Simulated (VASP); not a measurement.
# TiH (P6_3/mmc) in VASP: a series of runs, part 2 of 2

VASP 6.6.1.

## 4. Single point, r2SCAN

POSCAR

```
TiH
1.0
    2.8775820000      0.0000000000      0.0000000000
   -1.4387910000      2.4920591135      0.0000000000
    0.0000000000      0.0000000000      5.2632940000
Ti H
2 2
Direct
    0.0000000000      0.0000000000      0.0000000000
    0.0000000000      0.0000000000      0.5000000000
    0.6666666667      0.3333333333      0.7500000000
    0.3333333333      0.6666666667      0.2500000000
```

INCAR.step1

```
SYSTEM = TiH
  PREC = Accurate
  ENCUT = 520
  ISMEAR = 1
  SIGMA = 0.1
  LREAL = .FALSE.
  LASPH = .TRUE.
  NELM = 60
  NBANDS = 21
  GGA = PE
  ALGO = Normal
  EDIFF = 1E-4
  LWAVE = .TRUE.
  LCHARG = .FALSE.
```

INCAR.step2

```
SYSTEM = TiH
  PREC = Accurate
  ENCUT = 520
  EDIFF = 1E-6
  ISMEAR = 1
  SIGMA = 0.1
  LREAL = .FALSE.
  LASPH = .TRUE.
  NELM = 60
  ALGO = Normal
  ISIF = 2
  LWAVE = .FALSE.
  LCHARG = .TRUE.
  METAGGA = R2SCAN
  LMIXTAU = .TRUE.
  LELF = .TRUE.
  LVHAR = .TRUE.
  NBANDS = 21
  ISTART = 1
```

KPOINTS

```
regular mesh
0
G
  9 9 4
  0 0 0
```

Potentials or basis: VASP PAW PBE potentials, release 64 (Ti_sv, H).

On the command line:

```
$ cat potpaw_PBE.64/Ti_sv/POTCAR potpaw_PBE.64/H/POTCAR > POTCAR
$ cp INCAR.step1 INCAR
$ mpirun -np 1 vasp_std > vasp.out
$ cp INCAR.step2 INCAR
$ mpirun -np 1 vasp_std > vasp.out
```

OUTCAR:

```text
SYSTEM = TiH
   PREC = Accurate
   ENCUT = 520
   EDIFF = 1E-6
   ISMEAR = 1
   LREAL = .FALSE.
   LASPH = .TRUE.
   NELM = 60
   ISIF = 2
   METAGGA = R2SCAN
   ISTART = 1

 ion  position               nearest neighbor table
   1  0.000  0.000  0.000-   2 2.63   2 2.63
   2  0.000  0.000  0.500-   1 2.63   1 2.63
   3  0.667  0.333  0.750-
   4  0.333  0.667  0.250-

  LATTYP: Found a hexagonal cell.
 ALAT       =     2.8775820000
 C/A-ratio  =     1.8290682941

  Lattice vectors:

 A1 = (   2.8775820000,   0.0000000000,   0.0000000000)
 A2 = (  -1.4387910000,   2.4920591135,   0.0000000000)
 A3 = (   0.0000000000,   0.0000000000,   5.2632940000)

Analysis of symmetry for initial positions (statically):
=====================================================================
 Subroutine PRICEL returns:
 Original cell was already a primitive cell.

 Routine SETGRP: Setting up the symmetry group for a
 hexagonal supercell.

 Subroutine GETGRP returns: Found 24 space group operations
 (whereof 12 operations were pure point group operations)
 out of a pool of 24 trial point group operations.

The static configuration has the point symmetry D_3d.
 The point group associated with its full space group is D_6h.

Analysis of symmetry for dynamics (positions and initial velocities):
=====================================================================
 Subroutine PRICEL returns:
 Original cell was already a primitive cell.

 Routine SETGRP: Setting up the symmetry group for a
 hexagonal supercell.

 Subroutine GETGRP returns: Found 24 space group operations
 (whereof 12 operations were pure point group operations)
 out of a pool of 24 trial point group operations.

The dynamic configuration has the point symmetry D_3d.
 The point group associated with its full space group is D_6h.

 Subroutine INISYM returns: Found 24 space group operations
 (whereof 12 operations are pure point group operations),
 and found     1 'primitive' translations

----------------------------------------------------------------------------------------

                                     Primitive cell

  volume of cell :      37.7436

  direct lattice vectors                    reciprocal lattice vectors
     2.877582000  0.000000000  0.000000000     0.347513989  0.200637295  0.000000000
    -1.438791000  2.492059113  0.000000000     0.000000000  0.401274590  0.000000000
     0.000000000  0.000000000  5.263294000     0.000000000  0.000000000  0.189995087

  length of vectors
     2.877582000  2.877582000  5.263294000     0.401274590  0.401274590  0.189995087

  position of ions in fractional coordinates (direct lattice)
     0.000000000  0.000000000  0.000000000
     0.000000000  0.000000000  0.500000000
     0.666666667  0.333333333  0.750000000
     0.333333333  0.666666667  0.250000000

  ion indices of the primitive-cell ions
   primitive index   ion index
                 1           1
                 2           2
                 3           3
                 4           4

----------------------------------------------------------------------------------------

 KPOINTS: regular mesh

Automatic generation of k-mesh.
 Grid dimensions read from file:
 generate k-points for:    9    9    4

 Generating k-lattice:

  Cartesian coordinates                     Fractional coordinates (reciprocal lattice)
     0.038612665  0.022293033  0.000000000     0.111111111 -0.000000000  0.000000000
     0.000000000  0.044586066  0.000000000     0.000000000  0.111111111  0.000000000
     0.000000000  0.000000000  0.047498772     0.000000000  0.000000000  0.250000000

  Length of vectors
     0.044586066  0.044586066  0.047498772

  Shift w.r.t. Gamma in fractional coordinates (k-lattice)
     0.000000000  0.000000000  0.000000000

 Subroutine IBZKPT returns following result:
 ===========================================

 Found     36 irreducible k-points:

 Following reciprocal coordinates:
            Coordinates               Weight
  0.000000  0.000000  0.000000      1.000000
  0.111111 -0.000000  0.000000      6.000000
  0.222222  0.000000  0.000000      6.000000
  0.333333  0.000000  0.000000      6.000000
  0.444444  0.000000  0.000000      6.000000
  0.111111  0.111111  0.000000      6.000000
[... 16 lines left out ...]
  0.333333  0.222222  0.250000     24.000000
  0.333333  0.333333  0.250000      4.000000
 [... further k-points ...]
   k-points           NKPTS =     36   k-points in BZ     NKDIM =     36   number of bands    NBANDS=     21
   number of dos      NEDOS =    301   number of ions     NIONS =      4
   total plane-waves  NPLWV =  23040
   dimension x,y,z NGX =    24 NGY =   24 NGZ =   40
   dimension x,y,z NGXF=    48 NGYF=   48 NGZF=   80
   ions per type =               2   2
   NGX,Y,Z   is equivalent  to a cutoff of  13.87, 13.87, 12.63 a.u.
   NGXF,Y,Z  is equivalent  to a cutoff of  27.73, 27.73, 25.27 a.u.
 SYSTEM =  TiH
   PREC   = accura    normal or accurate (medium, high low for compatibility)
   ISTART =      1    job   : 0-new  1-cont  2-samecut
   ICHARG =      0    charge: 1-file 2-atom 10-const
   ISPIN  =      1    spin polarized calculation?
   LNONCOLLINEAR =      F non collinear calculations
   LSORBIT =      F    spin-orbit coupling
   LASPH  =      T    aspherical Exc in radial PAW
   ENCUT  =  520.0 eV  38.22 Ry    6.18 a.u.   5.35  5.35  9.79*2*pi/ulx,y,z
   NELM   =     60;   NELMIN=  2; NELMDL=  0     # of ELM steps
   EDIFF  = 0.1E-05   stopping-criterion for ELM
   LREAL  =      F    real-space projection
   EDIFFG = 0.1E-04   stopping-criterion for IOM
   NSW    =      0    number of steps for IOM
   IBRION =     -1    ionic relax: 0-MD 1-quasi-New 2-CG
   NFREE  =      0    steps in history (QN), initial steepest desc. (CG)
   ISIF   =      2    stress and relaxation
   ISYM   =      2    0-nonsym 1-usesym 2-fastsym
   POTIM  = 0.5000    time-step for ionic-motion
   TEBEG  =    0.0;   TEEND  =   0.0 temperature during run
   PSTRESS=    0.0 pullay stress
   NELECT =      26.0000    total number of electrons
   NUPDOWN=      -1.0000    fix difference up-down
   EMIN   =  10.00;   EMAX   =-10.00  energy-range for DOS
   EFERMI =   0.00;   METHOD = LEGACY
   ISMEAR =     1;   SIGMA  =   0.10  broadening in eV -4-tet -1-fermi 0-gaus
   EFERMI_NEDOS =   21; number of points for ismear=-14 and -15
   IALGO  =     38    algorithm
   IMIX   =      4    mixing-type and parameters
     AMIX     =   0.40;   BMIX     =  1.00
     AMIX_MAG =   1.60;   BMIX_MAG =  1.00
  volume/ion in A,a.u.               =       9.44        63.68
  Fermi-wavevector in a.u.,A,eV,Ry     =   1.445833  2.732228 28.442058  2.090432
  Thomas-Fermi vector in A             =   2.563970
   LORBIT       =      0    0 simple, 1 ext, 2 COOP (PROOUT), +10 PAW based schemes
   METAGGA = R2SCAN    functional components
   LHFCALC =     F    Hartree Fock is set to
   AEXX    =    0.0000 exact exchange contribution
   IVDW    =     0    specifies the selected vdW correction
   LEPSILON=     F    determine dielectric tensor
   LRPA    =     F    only Hartree local field effects (RPA)
 non-spin polarized calculation
 Methfessel and Paxton  Order N= 1 SIGMA  =   0.10
  energy-cutoff  :      520.00
  volume of cell :       37.74
 maximum number of plane-waves:      1051
 NGX is ok and might be reduce to    24
   NGX = 11   NGY = 11   NGZ = 19

 number of electron      25.9999992 magnetization

 Free energy of the ion-electron system (eV)
  ---------------------------------------------------
  ext. energy  EPLUGINS =         0.00000000
  ---------------------------------------------------
  free energy    TOTEN  =       -33.49984767 eV

  energy without entropy =      -33.49801509  energy(sigma->0) =      -33.49923681

 E-fermi :   8.8525     XC(G=0): -12.5638

 val. band max:        8.8513377664   @ k =   0.1111  -0.0000   0.0000
 cond. band min:       8.8941896501   @ k =   0.2222   0.1111   0.2500
 fundamental gap:      0.0428518837
 Fermi energy:         8.8525150952

 k-point     1 :       0.0000    0.0000    0.0000
  band No.  band energies     occupation
      1     -50.4399      2.00000
      2     -50.3007      2.00000
      3     -26.1452      2.00000
      4     -25.3487      2.00000
      5     -25.3487      2.00000
      6     -25.2630      2.00000
[... 550 lines left out ...]
      5     -25.7798      2.00000
      6     -25.6866      2.00000
[... 13 lines left out ...]
     20      13.6265      0.00000
     21      15.3065      0.00000

 [... further k-points ...]

------------------------ aborting loop because EDIFF is reached ----------------------------------------

  FORCE on cell =-STRESS in cart. coord.  units (eV):
  Direction    XX          YY          ZZ          XY          YZ          ZX
  --------------------------------------------------------------------------------------
  -------------------------------------------------------------------------------------
  Total       -0.5242264     -0.5242264     -0.4887948      0.0000000      0.0000000      0.0000000
  in kB      -22.2528585    -22.2528585    -20.7488252      0.0000000      0.0000000      0.0000000
  external PRESSURE =     -21.7515141 kB  Pullay stress =       0.0000000 kB

 VOLUME and BASIS-vectors are now :
 -----------------------------------------------------------------------------
  energy-cutoff  :      520.00
  volume of cell :       37.74
      direct lattice vectors                 reciprocal lattice vectors
     2.877582000  0.000000000  0.000000000     0.347513989  0.200637295  0.000000000
    -1.438791000  2.492059113  0.000000000     0.000000000  0.401274590  0.000000000
     0.000000000  0.000000000  5.263294000     0.000000000  0.000000000  0.189995087

 POSITION                                       TOTAL-FORCE (eV/Angst)
 -----------------------------------------------------------------------------------
      0.00000      0.00000      0.00000         0.000000      0.000000      0.000000
      0.00000      0.00000      2.63165         0.000000      0.000000      0.000000
      1.43879      0.83069      3.94747         0.000000     -0.000000     -0.000000
     -0.00000      1.66137      1.31582        -0.000000      0.000000     -0.000000
 -----------------------------------------------------------------------------------
    total drift:                               -0.000000      0.000000      0.000000

  FREE ENERGIE OF THE ION-ELECTRON SYSTEM (eV)
  ---------------------------------------------------
  free  energy   TOTEN  =       -33.4998476679 eV

  energy  without entropy=      -33.4980150947  energy(sigma->0) =      -33.49923681
```

It took 3.7 min on 1 thread of AMD EPYC 7R13, shared host; peak memory 0.15 GiB.

What came out:

| Quantity | Value |
| --- | --- |
| Free energy | -33.4998 eV |
| Pressure | -2.2 GPa |
| Band gap on the k mesh | zero (band 13 reaches 9.59 eV, above the bottom of band 14 at 8.44 eV) |

Caveat: the PAW data sets were made with another functional, which shifts forces and pressure a little.

## 5. Single point, r2SCAN

POSCAR is that of step 4.

INCAR.step1

```
PREC = Accurate ; ENCUT = 520
ISMEAR = 1 ; SIGMA = 0.1
LREAL = False ; LASPH = True
NELM = 80 ; NBANDS = 21
GGA = PE ; ALGO = Normal
EDIFF = 1E-4 ; LWAVE = True
LCHARG = False
```

INCAR.step2

```
PREC = Accurate ; ENCUT = 520
EDIFF = 1E-6 ; ISMEAR = 1
SIGMA = 0.1 ; LREAL = False
LASPH = True ; NELM = 80
ALGO = Normal ; ISIF = 2
LWAVE = False ; LCHARG = True
METAGGA = R2SCAN ; LMIXTAU = True
LELF = True ; LVHAR = True
NBANDS = 21 ; ISTART = 1
```

KPOINTS

```
Automatic mesh
0
Gamma
  11 11 5
```

On the command line:

```
$ cat potpaw_PBE.64/Ti_sv/POTCAR potpaw_PBE.64/H/POTCAR > POTCAR
$ cp INCAR.step1 INCAR
$ mpirun -np 1 vasp_std > vasp.out
$ cp INCAR.step2 INCAR
$ mpirun -np 1 vasp_std > vasp.out
```

It took 4.7 min on 1 thread of AMD EPYC 7R13, shared host; peak memory 0.16 GiB.

Results (log left out):

```
Free energy            : -33.4913 eV
Pressure               : -1.3 GPa
Band gap on the k mesh : zero (band 13 reaches 9.46 eV, above the bottom of band 14 at 8.09 eV)
```

Stress tensor (GPa, compression positive):
```
-1.83  0.00  0.00
 0.00 -1.83  0.00
 0.00  0.00 -0.24
```

Levels at points of the mesh, in eV from the Fermi level:
```
           k point  band 9  band 10  band 11  band 12  band 13  band 14  band 15  band 16  band 17  band 18
(0.00, 0.00, 0.00)  -10.10    -6.33    -2.98    -1.89     0.51     0.51     1.23     1.23     1.79     1.79
```

Caveat: the PAW data sets were made with another functional, which shifts forces and pressure a little.

## 6. The runs side by side

```tsv
k mesh	gap on the mesh (eV)	pressure (GPa)
6 × 6 × 3	none	-0.5
7 × 7 × 4	none	-2.6
9 × 9 × 4	none	-2.2
11 × 11 × 5	none	-1.3
```

Alike in all rows: task single point; level r2SCAN; potentials or basis VASP PAW PBE potentials, release 64 (Ti_sv, H); no spin polarisation; cell as given; cutoff (eV) 520; smearing methfessel-paxton 0.1 eV.

Caveats: some runs use coarse meshes; the PAW data sets were made with another functional, which shifts forces and pressure a little.

Absolute energies hang on the potentials; compare differences alone.
